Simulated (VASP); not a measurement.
# Ru (Fd-3m) in VASP: notebook

The runs below take Ru through single point, with LDA.

Everything below comes from runs of VASP 6.6.1. Logs are shortened: lines on timing, memory, paths and dates and some standing lists are left out, and cuts for length are marked.

**1. The cell of the first run**

Symmetry: Fd-3m, No. 227, cubic system. The conventional cell has a = 4.595 Å, b = 4.595 Å, c = 4.595 Å, α = 90.00°, β = 90.00°, γ = 90.00°. Within 2.6 Å of Ru (site symmetry -43m) lie 4 Ru at 1.99 Å.

**2. Single point, LDA**

Contents of INCAR:

```
SYSTEM = Ru
PREC = Accurate
ENCUT = 520
EDIFF = 1E-6
ISMEAR = -1
SIGMA = 0.1
LREAL = .FALSE.
LASPH = .TRUE.
NELM = 60
ALGO = Normal
ISIF = 2
LWAVE = .FALSE.
LCHARG = .TRUE.
LELF = .TRUE.
LVHAR = .TRUE.
NBANDS = 21
```

Contents of KPOINTS:

```
Automatic mesh
0
G
  15 15 15
  0 0 0
```

Contents of POSCAR:

```
Ru
1.0
    0.0000000000      2.2972605285      2.2972605285
    2.2972605285      0.0000000000      2.2972605285
    2.2972605285      2.2972605285      0.0000000000
Ru
2
Direct
   -0.1250000000     -0.1250000000     -0.1250000000
    0.1250000000      0.1250000000      0.1250000000
```

Potentials or basis: VASP PAW LDA potentials, release 64 (Ru_pv).

On the command line:

```bash
> cat potpaw_LDA.64/Ru_pv/POTCAR > POTCAR
> mpirun -np 1 vasp_std > vasp.out
```

OUTCAR:

```text
SYSTEM = Ru
   PREC = Accurate
   ENCUT = 520
   EDIFF = 1E-6
   ISMEAR = -1
   LREAL = .FALSE.
   LASPH = .TRUE.
   NELM = 60
   ISIF = 2

 ion  position               nearest neighbor table
   1  0.875  0.875  0.875-   2 1.99   2 1.99   2 1.99   2 1.99
   2  0.125  0.125  0.125-   1 1.99   1 1.99   1 1.99   1 1.99

  LATTYP: Found a face centered cubic cell.
 ALAT       =     4.5945210570

  Lattice vectors:

 A1 = (   0.0000000000,   2.2972605285,   2.2972605285)
 A2 = (   2.2972605285,   0.0000000000,   2.2972605285)
 A3 = (   2.2972605285,   2.2972605285,   0.0000000000)

Analysis of symmetry for initial positions (statically):
=====================================================================
 Subroutine PRICEL returns:
 Original cell was already a primitive cell.

 Routine SETGRP: Setting up the symmetry group for a
 face centered cubic supercell.

 Subroutine GETGRP returns: Found 48 space group operations
 (whereof 12 operations were pure point group operations)
 out of a pool of 48 trial point group operations.

The static configuration has the point symmetry D_3d.
 The point group associated with its full space group is O_h .

Analysis of symmetry for dynamics (positions and initial velocities):
=====================================================================
 Subroutine PRICEL returns:
 Original cell was already a primitive cell.

 Routine SETGRP: Setting up the symmetry group for a
 face centered cubic supercell.

 Subroutine GETGRP returns: Found 48 space group operations
 (whereof 12 operations were pure point group operations)
 out of a pool of 48 trial point group operations.

The dynamic configuration has the point symmetry D_3d.
 The point group associated with its full space group is O_h .

 Subroutine INISYM returns: Found 48 space group operations
 (whereof 12 operations are pure point group operations),
 and found     1 'primitive' translations

----------------------------------------------------------------------------------------

                                     Primitive cell

  volume of cell :      24.2472

  direct lattice vectors                    reciprocal lattice vectors
     0.000000000  2.297260528  2.297260528    -0.217650542  0.217650542  0.217650542
     2.297260528  0.000000000  2.297260528     0.217650542 -0.217650542  0.217650542
     2.297260528  2.297260528  0.000000000     0.217650542  0.217650542 -0.217650542

  length of vectors
     3.248816996  3.248816996  3.248816996     0.376981798  0.376981798  0.376981798

  position of ions in fractional coordinates (direct lattice)
     0.875000000  0.875000000  0.875000000
     0.125000000  0.125000000  0.125000000

  ion indices of the primitive-cell ions
   primitive index   ion index
                 1           1
                 2           2

----------------------------------------------------------------------------------------

 KPOINTS: Automatic mesh

Automatic generation of k-mesh.
 Grid dimensions read from file:
 generate k-points for:   15   15   15

 Generating k-lattice:

  Cartesian coordinates                     Fractional coordinates (reciprocal lattice)
    -0.014510036  0.014510036  0.014510036     0.066666667  0.000000000  0.000000000
     0.014510036 -0.014510036  0.014510036     0.000000000  0.066666667  0.000000000
     0.014510036  0.014510036 -0.014510036     0.000000000  0.000000000  0.066666667

  Length of vectors
     0.025132120  0.025132120  0.025132120

  Shift w.r.t. Gamma in fractional coordinates (k-lattice)
     0.000000000  0.000000000  0.000000000

 Subroutine IBZKPT returns following result:
 ===========================================

 Found    120 irreducible k-points:

 Following reciprocal coordinates:
            Coordinates               Weight
  0.000000  0.000000  0.000000      1.000000
  0.066667  0.000000  0.000000      8.000000
  0.133333  0.000000  0.000000      8.000000
  0.200000  0.000000  0.000000      8.000000
  0.266667  0.000000  0.000000      8.000000
  0.333333  0.000000  0.000000      8.000000
[... 16 lines left out ...]
  0.133333  0.133333  0.000000      6.000000
  0.200000  0.133333  0.000000     24.000000
 [... further k-points ...]
   k-points           NKPTS =    120   k-points in BZ     NKDIM =    120   number of bands    NBANDS=     21
   number of dos      NEDOS =    301   number of ions     NIONS =      2
   total plane-waves  NPLWV =  13824
   dimension x,y,z NGX =    24 NGY =   24 NGZ =   24
   dimension x,y,z NGXF=    48 NGYF=   48 NGZF=   48
   ions per type =               2
   NGX,Y,Z   is equivalent  to a cutoff of  12.28, 12.28, 12.28 a.u.
   NGXF,Y,Z  is equivalent  to a cutoff of  24.56, 24.56, 24.56 a.u.
 SYSTEM =  Ru
   PREC   = accura    normal or accurate (medium, high low for compatibility)
   ISTART =      0    job   : 0-new  1-cont  2-samecut
   ICHARG =      2    charge: 1-file 2-atom 10-const
   ISPIN  =      1    spin polarized calculation?
   LNONCOLLINEAR =      F non collinear calculations
   LSORBIT =      F    spin-orbit coupling
   LASPH  =      T    aspherical Exc in radial PAW
   ENCUT  =  520.0 eV  38.22 Ry    6.18 a.u.   6.04  6.04  6.04*2*pi/ulx,y,z
   NELM   =     60;   NELMIN=  2; NELMDL= -5     # of ELM steps
   EDIFF  = 0.1E-05   stopping-criterion for ELM
   LREAL  =      F    real-space projection
   EDIFFG = 0.1E-04   stopping-criterion for IOM
   NSW    =      0    number of steps for IOM
   IBRION =     -1    ionic relax: 0-MD 1-quasi-New 2-CG
   NFREE  =      0    steps in history (QN), initial steepest desc. (CG)
   ISIF   =      2    stress and relaxation
   ISYM   =      2    0-nonsym 1-usesym 2-fastsym
   POTIM  = 0.5000    time-step for ionic-motion
   TEBEG  =    0.0;   TEEND  =   0.0 temperature during run
   PSTRESS=    0.0 pullay stress
   NELECT =      28.0000    total number of electrons
   NUPDOWN=      -1.0000    fix difference up-down
   EMIN   =  10.00;   EMAX   =-10.00  energy-range for DOS
   EFERMI =   0.00;   METHOD = LEGACY
   ISMEAR =    -1;   SIGMA  =   0.10  broadening in eV -4-tet -1-fermi 0-gaus
   EFERMI_NEDOS =   21; number of points for ismear=-14 and -15
   IALGO  =     38    algorithm
   IMIX   =      4    mixing-type and parameters
     AMIX     =   0.40;   BMIX     =  1.00
     AMIX_MAG =   1.60;   BMIX_MAG =  1.00
  volume/ion in A,a.u.               =      12.12        81.81
  Fermi-wavevector in a.u.,A,eV,Ry     =   1.717542  3.245683 40.136494  2.949949
  Thomas-Fermi vector in A             =   2.794522
   LORBIT       =      0    0 simple, 1 ext, 2 COOP (PROOUT), +10 PAW based schemes
   GGA     = CA    functional components
   LHFCALC =     F    Hartree Fock is set to
   AEXX    =    0.0000 exact exchange contribution
   IVDW    =     0    specifies the selected vdW correction
   LEPSILON=     F    determine dielectric tensor
   LRPA    =     F    only Hartree local field effects (RPA)
 non-spin polarized calculation
  energy-cutoff  :      520.00
  volume of cell :       24.25
 maximum number of plane-waves:       666
   NGX = 13   NGY = 13   NGZ = 13

 number of electron      27.9999996 magnetization

 Free energy of the ion-electron system (eV)
  ---------------------------------------------------
  ext. energy  EPLUGINS =         0.00000000
  ---------------------------------------------------
  free energy    TOTEN  =       -10.96975969 eV

  energy without entropy =      -10.93165018  energy(sigma->0) =      -10.95070494

 E-fermi :  15.2947     XC(G=0): -14.6044

 val. band max:       15.2926417827   @ k =   0.2667   0.2000   0.0000
 cond. band min:      15.3055831452   @ k =   0.4000   0.2000   0.0000
 fundamental gap:      0.0129413626
 Fermi energy:        15.2947224848

 k-point     1 :       0.0000    0.0000    0.0000
  band No.  band energies     occupation
      1     -30.1192      2.00000
      2     -30.1192      2.00000
      3     -30.1192      2.00000
      4     -26.9973      2.00000
      5     -26.9973      2.00000
      6     -26.9973      2.00000
[... 13 lines left out ...]
     20      28.8080      0.00000
     21      29.5425      0.00000

 k-point     2 :       0.0667    0.0000    0.0000
  band No.  band energies     occupation
      1     -30.1387      2.00000
      2     -30.1387      2.00000
      3     -30.1198      2.00000
      4     -26.9907      2.00000
      5     -26.9733      2.00000
      6     -26.9733      2.00000
[... 13 lines left out ...]
     20      27.9713      0.00000
     21      29.6024      0.00000

 k-point     3 :       0.1333    0.0000    0.0000
  band No.  band energies     occupation
      1     -30.1923      2.00000
      2     -30.1923      2.00000
      3     -30.1224      2.00000
      4     -26.9704      2.00000
      5     -26.9067      2.00000
      6     -26.9067      2.00000
[... 13 lines left out ...]
     20      27.2390      0.00000
     21      29.7913      0.00000

 k-point     4 :       0.2000    0.0000    0.0000
  band No.  band energies     occupation
      1     -30.2676      2.00000
      2     -30.2676      2.00000
      3     -30.1287      2.00000
      4     -26.9369      2.00000
      5     -26.8125      2.00000
      6     -26.8125      2.00000
[... 13 lines left out ...]
     20      26.7786      0.00000
     21      30.1249      0.00000

 k-point     5 :       0.2667    0.0000    0.0000
  band No.  band energies     occupation
      1     -30.3493      2.00000
      2     -30.3493      2.00000
      3     -30.1393      2.00000
      4     -26.8930      2.00000
      5     -26.7090      2.00000
      6     -26.7090      2.00000
[... 13 lines left out ...]
     20      26.1949      0.00000
     21      28.1625      0.00000
[... 382 lines left out ...]
     20      27.0301      0.00000
     21      29.6975      0.00000

 k-point    22 :      -0.0667    0.0667    0.0000
  band No.  band energies     occupation
      1     -30.2063      2.00000
      2     -30.1532      2.00000
      3     -30.0992      2.00000
      4     -27.0043      2.00000
      5     -26.9547      2.00000
      6     -26.8922      2.00000
[... 13 lines left out ...]
     20      27.4703      0.00000
     21      29.6639      0.00000

 k-point    23 :       0.1333    0.1333    0.0000
  band No.  band energies     occupation
      1     -30.2804      2.00000
      2     -30.2804      2.00000
      3     -29.9749      2.00000
      4     -27.1374      2.00000
      5     -26.7991      2.00000
      6     -26.7991      2.00000
[... 13 lines left out ...]
     20      26.8997      0.00000
     21      29.6868      0.00000

 k-point    24 :       0.2000    0.1333    0.0000
  band No.  band energies     occupation
      1     -30.3604      2.00000
      2     -30.3588      2.00000
      3     -29.9120      2.00000
      4     -27.1908      2.00000
      5     -26.7008      2.00000
      6     -26.6999      2.00000
[... 13 lines left out ...]
     20      26.6409      0.00000
     21      29.4288      0.00000

 [... further k-points ...]

------------------------ aborting loop because EDIFF is reached ----------------------------------------

  FORCE on cell =-STRESS in cart. coord.  units (eV):
  Direction    XX          YY          ZZ          XY          YZ          ZX
  --------------------------------------------------------------------------------------
  -------------------------------------------------------------------------------------
  Total       39.2282770     39.2282770     39.2282770      0.0000000      0.0000000      0.0000000
  in kB     2592.0839782   2592.0839782   2592.0839782      0.0000000      0.0000000      0.0000000
  external PRESSURE =    2592.0839782 kB  Pullay stress =       0.0000000 kB

 VOLUME and BASIS-vectors are now :
 -----------------------------------------------------------------------------
  energy-cutoff  :      520.00
  volume of cell :       24.25
      direct lattice vectors                 reciprocal lattice vectors
     0.000000000  2.297260528  2.297260528    -0.217650542  0.217650542  0.217650542
     2.297260528  0.000000000  2.297260528     0.217650542 -0.217650542  0.217650542
     2.297260528  2.297260528  0.000000000     0.217650542  0.217650542 -0.217650542

 POSITION                                       TOTAL-FORCE (eV/Angst)
 -----------------------------------------------------------------------------------
      4.02021      4.02021      4.02021         0.000000      0.000000     -0.000000
      0.57432      0.57432      0.57432        -0.000000     -0.000000      0.000000
 -----------------------------------------------------------------------------------
    total drift:                                0.000000      0.000000      0.000000

  FREE ENERGIE OF THE ION-ELECTRON SYSTEM (eV)
  ---------------------------------------------------
  free  energy   TOTEN  =       -10.9697596918 eV

  energy  without entropy=      -10.9316501837  energy(sigma->0) =      -10.95070494
```

It took 13 s on 1 thread of Intel Xeon 6975P-C (Granite Rapids), shared host; peak memory 0.16 GiB.

What came out:

| Quantity | Value |
| --- | --- |
| Free energy | -10.9698 eV |
| Pressure | 259.2 GPa |
| Band gap on the k mesh | zero (band 14 reaches 16.13 eV, above the bottom of band 15 at 14.55 eV) |

(Continued in part 2 of 2.)
